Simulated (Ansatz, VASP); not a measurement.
# SrNb: VASP beside Ansatz

```
Sr Nb
1.0
     0.00000    3.13979    3.13979
     3.13979    0.00000    3.13979
     3.13979    3.13979    0.00000
Sr Nb
1 1
Direct
  0.50000 0.50000 0.50000
  0.00000 0.00000 0.00000
```

Alike in both runs: functional PBE; k mesh 6 × 6 × 6; occupations gaussian, width 0.2 eV; no spin polarisation.

Ansatz relaxed the structure, and its values are those at the end. VASP's run is a single point on that final structure, the one shown.

|  | VASP | Ansatz |
| --- | --- | --- |
| version | VASP 6.6.1 | Ansatz 0.2.0 |
| potentials or method | VASP PAW PBE potentials, release 64 (Sr_sv, Nb_sv), cutoff 500 eV | scalar-relativistic, plane waves, PAW |
| valence electrons in the cell | 23 | 23 |

```csv
,VASP,Ansatz,Ansatz less VASP
gap on the k mesh at the Fermi level (eV),none,none,-
pressure (GPa),0.5,0.5,-0.05
```

A gap of «none» marks a metal or a gap that the smearing closes. With one functional, cell and mesh, what is left measures potentials, basis and numerics.
